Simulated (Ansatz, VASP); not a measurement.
Two plane-wave programs on TiPd

The input INCAR:

```
PREC = Accurate
ENCUT = 520
EDIFF = 1E-6
ISMEAR = -1
SIGMA = 0.15
LREAL = False
LASPH = True
NELM = 100
ALGO = Fast
ISIF = 2
LWAVE = False
LCHARG = False
GGA = CA
NBANDS = 18
```

The input KPOINTS:

```
regular mesh
0
Gamma
  14 14 14
```

File POSCAR:

```
TiPd
1.0
    3.1250896992      0.0000000000      0.0000000000
    0.0000000000      3.1250896992      0.0000000000
    0.0000000000      0.0000000000      3.1250896992
Ti Pd
1 1
Direct
    0.5000000000      0.5000000000      0.5000000000
    0.0000000000      0.0000000000      0.0000000000
```

Input for Ansatz:

```yaml
crystal:
  lattice:
    - [3.1250896992, 0.0, 0.0]
    - [0.0, 3.1250896992, 0.0]
    - [0.0, 0.0, 3.1250896992]
  atoms:
    - { symbol: Ti, position: [0.5, 0.5, 0.5] }
    - { symbol: Pd, position: [0.0, 0.0, 0.0] }
basis:
  ecutwfc: 420
kpoints:
  mp_grid: { grid: [14, 14, 14] }
hamiltonian:
  xc: lda
scf:
  occupations: { method: fermi_dirac, width: 0.15 }
output:
  forces: true
  stress: true
  eigenvalues: true
```

Alike in both runs: task single point; functional LDA; k mesh 14 × 14 × 14; occupations fermi-dirac, width 0.15 eV; no spin polarisation.

|  | VASP | Ansatz |
| --- | --- | --- |
| version | VASP 6.6.1 | Ansatz 0.2.0 |
| potentials or method | VASP PAW LDA potentials, release 64 (Ti_sv, Pd), cutoff 520 eV | scalar-relativistic, plane waves, PAW |
| valence electrons in the cell | 22 | 30 |

```csv
,VASP,Ansatz,Ansatz less VASP
gap on the k mesh at the Fermi level (eV),none,none,-
pressure (GPa),-3.1,-3.4,-0.31
```

LDA's correlation is that of Perdew and Zunger in VASP and of Perdew and Wang (1992) in Ansatz. A gap of «none» marks a metal or a gap that the smearing closes. VASP's potentials hold 22 valence electrons a cell and Ansatz's 30, so a difference there can come from the potentials and not from the codes.
